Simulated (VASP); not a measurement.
# W (I4/mmm) in VASP: single point with r2SCAN

Aim: the single point of W with r2SCAN.

All numbers are computed with VASP 6.6.1; they aren't measurements. Logs are shortened: lines on timing, memory, paths and dates and some standing lists are left out, and cuts for length are marked.

### Step 1. The cell of the first run

The structure is tetragonal, space group I4/mmm (No. 139). The conventional cell has a = 2.841 Å, b = 2.841 Å, c = 4.168 Å, α = 90.00°, β = 90.00°, γ = 90.00°. Within 3.7 Å of W (site symmetry 4/mmm) lie 12 W at 2.84 to 2.89 Å.

### Step 2. Single point, r2SCAN (strain +0.0375 x Voigt [0, 1, 0, 0, 0, 0])

The input, POSCAR:

```
W
1.0
    0.0000000000      2.0838979369      2.0085763247
    2.0085763247      0.0000000000      2.0085763247
    2.0085763247      2.0838979369      0.0000000000
W
1
Direct
    0.0000000000      0.0000000000      0.0000000000
```

The input, INCAR.step1:

```
ALGO     = Normal         # electronic algorithm
EDIFF    = 1E-4           # SCF threshold, eV
ENCUT    = 520            # plane-wave cutoff, eV
GGA      = PE             # functional
ISMEAR   = 0              # smearing method
LASPH    = True           # aspherical terms in the spheres
LCHARG   = False          # write CHGCAR
LREAL    = False          # projectors in reciprocal space
LWAVE    = True           # write WAVECAR
NBANDS   = 13             # bands
NELM     = 100            # most SCF steps
PREC     = Accurate       # precision mode
SIGMA    = 0.15           # smearing width, eV
```

The input, INCAR.step2:

```
ALGO     = Normal         # electronic algorithm
EDIFF    = 1E-7           # SCF threshold, eV
ENCUT    = 520            # plane-wave cutoff, eV
ISIF     = 2              # what is computed and relaxed
ISMEAR   = 0              # smearing method
ISTART   = 1            
LASPH    = True           # aspherical terms in the spheres
LCHARG   = True           # write CHGCAR
LELF     = True           # ELF
LMIXTAU  = True         
LREAL    = False          # projectors in reciprocal space
LVHAR    = True         
LWAVE    = False          # write WAVECAR
METAGGA  = R2SCAN         # meta-GGA
NBANDS   = 13             # bands
NELM     = 100            # most SCF steps
PREC     = Accurate       # precision mode
SIGMA    = 0.15           # smearing width, eV
```

The input, KPOINTS:

```
k-points
0
Gamma
  26 26 26
```

Potentials or basis: VASP PAW PBE potentials, release 64 (W_sv).

Started as:

```
cat potpaw_PBE.64/W_sv/POTCAR > POTCAR
cp INCAR.step1 INCAR
mpirun -np 1 vasp_std > vasp.out
cp INCAR.step2 INCAR
mpirun -np 1 vasp_std > vasp.out
```

OUTCAR:

```text
EDIFF = 1E-7
   ENCUT = 520
   ISIF = 2
   ISMEAR = 0
   ISTART = 1
   LASPH = True
   LREAL = False
   METAGGA = R2SCAN
   NELM = 100
   PREC = Accurate

 ion  position               nearest neighbor table
   1  0.000  0.000  0.000-

  LATTYP: Found a body centered tetragonal cell.
 ALAT       =     2.8405558795
 C/A-ratio  =     1.4672465710

  Lattice vectors:

 A1 = (   0.0000000000,  -2.0838979369,   2.0085763247)
 A2 = (   0.0000000000,  -2.0838979369,  -2.0085763247)
 A3 = (   2.0085763247,   2.0838979369,   0.0000000000)

Analysis of symmetry for initial positions (statically):
=====================================================================
 Subroutine PRICEL returns:
 Original cell was already a primitive cell.

 Routine SETGRP: Setting up the symmetry group for a
 body centered tetragonal supercell.

 Subroutine GETGRP returns: Found 16 space group operations
 (whereof 16 operations were pure point group operations)
 out of a pool of 16 trial point group operations.

The static configuration has the point symmetry D_4h.

Analysis of symmetry for dynamics (positions and initial velocities):
=====================================================================
 Subroutine PRICEL returns:
 Original cell was already a primitive cell.

 Routine SETGRP: Setting up the symmetry group for a
 body centered tetragonal supercell.

 Subroutine GETGRP returns: Found 16 space group operations
 (whereof 16 operations were pure point group operations)
 out of a pool of 16 trial point group operations.

The dynamic configuration has the point symmetry D_4h.

 Subroutine INISYM returns: Found 16 space group operations
 (whereof 16 operations are pure point group operations),
 and found     1 'primitive' translations

----------------------------------------------------------------------------------------

                                     Primitive cell

  volume of cell :      16.8145

  direct lattice vectors                    reciprocal lattice vectors
     0.000000000  2.083897937  2.008576325    -0.248932537  0.239934975  0.248932537
     2.008576325  0.000000000  2.008576325     0.248932537 -0.239934975  0.248932537
     2.008576325  2.083897937  0.000000000     0.248932537  0.239934975 -0.248932537

  length of vectors
[... 80 lines left out ...]
   EDIFF  = 0.1E-06   stopping-criterion for ELM
   LREAL  =      F    real-space projection
   EDIFFG = 0.1E-05   stopping-criterion for IOM
   NSW    =      0    number of steps for IOM
   IBRION =     -1    ionic relax: 0-MD 1-quasi-New 2-CG
   NFREE  =      0    steps in history (QN), initial steepest desc. (CG)
   ISIF   =      2    stress and relaxation
   ISYM   =      2    0-nonsym 1-usesym 2-fastsym
   POTIM  = 0.5000    time-step for ionic-motion
   TEBEG  =    0.0;   TEEND  =   0.0 temperature during run
   PSTRESS=    0.0 pullay stress
   NELECT =      14.0000    total number of electrons
   NUPDOWN=      -1.0000    fix difference up-down
   EMIN   =  10.00;   EMAX   =-10.00  energy-range for DOS
   EFERMI =   0.00;   METHOD = LEGACY
   ISMEAR =     0;   SIGMA  =   0.15  broadening in eV -4-tet -1-fermi 0-gaus
   EFERMI_NEDOS =   21; number of points for ismear=-14 and -15
   IALGO  =     38    algorithm
   IMIX   =      4    mixing-type and parameters
     AMIX     =   0.40;   BMIX     =  1.00
     AMIX_MAG =   1.60;   BMIX_MAG =  1.00
  volume/ion in A,a.u.               =      16.81       113.47
  Fermi-wavevector in a.u.,A,eV,Ry     =   1.540127  2.910418 32.272890  2.371990
  Thomas-Fermi vector in A             =   2.646258
   LORBIT       =      0    0 simple, 1 ext, 2 COOP (PROOUT), +10 PAW based schemes
   METAGGA = R2SCAN    functional components
   LHFCALC =     F    Hartree Fock is set to
   AEXX    =    0.0000 exact exchange contribution
   IVDW    =     0    specifies the selected vdW correction
   LEPSILON=     F    determine dielectric tensor
   LRPA    =     F    only Hartree local field effects (RPA)
 non-spin polarized calculation
 Gauss-broadening in eV      SIGMA  =   0.15
  energy-cutoff  :      520.00
  volume of cell :       16.81
 maximum number of plane-waves:       475
 NGX is ok and might be reduce to    24
   NGX = 11   NGY = 11   NGZ = 11

 number of electron      14.0000002 magnetization

 Free energy of the ion-electron system (eV)
  ---------------------------------------------------
  ext. energy  EPLUGINS =         0.00000000
  ---------------------------------------------------
  free energy    TOTEN  =       -50.80418455 eV

  energy without entropy =      -50.79123119  energy(sigma->0) =      -50.79770787

 E-fermi :  10.0681     XC(G=0): -14.5758

 val. band max:       10.0671348991   @ k =   0.0769   0.5000   0.0385
 cond. band min:      10.0687467019   @ k =   0.1538   0.1154   0.0385
 fundamental gap:      0.0016118028
 Fermi energy:        10.0680777989

 k-point     1 :       0.0000    0.0000    0.0000
  band No.  band energies     occupation
      1     -65.6596      2.00000
      2     -28.6501      2.00000
      3     -28.6129      2.00000
      4     -28.6129      2.00000
      5       0.6586      2.00000
      6       9.0822      2.00000
      7       9.6535      1.99991
      8       9.6535      1.99991
      9      12.3129      0.00000
     10      13.1178      0.00000
     11      23.3672      0.00000
     12      28.0601      0.00000
     13      29.3334      0.00000
[... 354 lines left out ...]
  band No.  band energies     occupation
      1     -65.5671      2.00000
      2     -29.5880      2.00000
      3     -28.7992      2.00000
      4     -28.7216      2.00000
      5       4.1246      2.00000
      6       9.0598      2.00000
      7       9.2784      2.00000
      8       9.8144      1.98323
      9      13.9833      0.00000
     10      14.4480      0.00000
     11      21.7489      0.00000
     12      24.8461      0.00000
     13      30.7966      0.00000

 [... further k-points ...]
[... 5 lines left out ...]
  --------------------------------------------------------------------------------------
  -------------------------------------------------------------------------------------
  Total       -1.3967191     -0.1272756     -1.3967191      0.0000000      0.0000000      0.0000000
  in kB     -133.0872779    -12.1275357   -133.0872779      0.0000000      0.0000000      0.0000000
  external PRESSURE =     -92.7673639 kB  Pullay stress =       0.0000000 kB

 VOLUME and BASIS-vectors are now :
 -----------------------------------------------------------------------------
  energy-cutoff  :      520.00
  volume of cell :       16.81
      direct lattice vectors                 reciprocal lattice vectors
     0.000000000  2.083897937  2.008576325    -0.248932537  0.239934975  0.248932537
     2.008576325  0.000000000  2.008576325     0.248932537 -0.239934975  0.248932537
     2.008576325  2.083897937  0.000000000     0.248932537  0.239934975 -0.248932537

 POSITION                                       TOTAL-FORCE (eV/Angst)
 -----------------------------------------------------------------------------------
      0.00000      0.00000      0.00000         0.000000      0.000000      0.000000
 -----------------------------------------------------------------------------------
    total drift:                               -0.000000      0.000000      0.000000

  FREE ENERGIE OF THE ION-ELECTRON SYSTEM (eV)
  ---------------------------------------------------
  free  energy   TOTEN  =       -50.8041845517 eV

  energy  without entropy=      -50.7912311943  energy(sigma->0) =      -50.79770787
```

OSZICAR.step1:

```text
N       E                     dE             d eps       ncg     rms          rms(c)
DAV:   1     0.850549532309E+02    0.85055E+02   -0.74905E+03 34740   0.122E+03
DAV:   2    -0.114600490683E+02   -0.96515E+02   -0.92951E+02 38425   0.315E+02
DAV:   3    -0.131237744865E+02   -0.16637E+01   -0.16553E+01 38725   0.400E+01
DAV:   4    -0.131312758235E+02   -0.75013E-02   -0.75011E-02 38330   0.297E+00
DAV:   5    -0.131313444858E+02   -0.68662E-04   -0.68661E-04 39035   0.267E-01    0.182E+01
DAV:   6    -0.126144979461E+02    0.51685E+00   -0.45471E-01 36985   0.885E+00    0.688E+00
DAV:   7    -0.124898933624E+02    0.12460E+00   -0.21294E-01 38845   0.568E+00    0.617E-01
DAV:   8    -0.124856681665E+02    0.42252E-02   -0.40006E-03 35030   0.814E-01    0.756E-02
DAV:   9    -0.124856152863E+02    0.52880E-04   -0.10351E-04 27460   0.123E-01
   1 F= -.12485615E+02 E0= -.12478710E+02  d E =-.138113E-01
```

It took 8.8 min on 1 thread of Intel Xeon Platinum 8375C at 2.90GHz (Ice Lake), shared host; peak memory 0.38 GiB.

What came out:

```
Free energy            : -50.8042 eV
Pressure               : -9.3 GPa
Band gap on the k mesh : zero (band 7 reaches 13.14 eV, above the bottom of band 8 at 9.60 eV)
```

Stress tensor (GPa, compression positive):
```
-13.31   0.00   0.00
  0.00  -1.21   0.00
  0.00   0.00 -13.31
```

Levels at points of the mesh, in eV from the Fermi level:
```tsv
k point	band 4	band 5	band 6	band 7	band 8	band 9	band 10	band 11
(0.00, 0.00, 0.00)	-38.68	-9.41	-0.99	-0.41	-0.41	2.24	3.05	13.30
(0.50, 0.00, 0.00)	-38.80	-5.82	-1.06	-0.45	0.33	4.90	5.16	10.41
(0.50, 0.50, 0.00)	-39.10	-5.57	-4.69	3.07	5.01	5.42	5.96	11.56
(0.50, 0.00, 0.50)	-39.04	-5.65	-4.66	2.32	5.16	5.68	5.68	12.46
```

Caveat: the cell differs from its parent crystal (strain +0.0375 x Voigt [0, 1, 0, 0, 0, 0]); the PAW data sets were made with another functional, which shifts forces and pressure a little; spin-orbit coupling is left out, which moves the levels of the heavy elements.
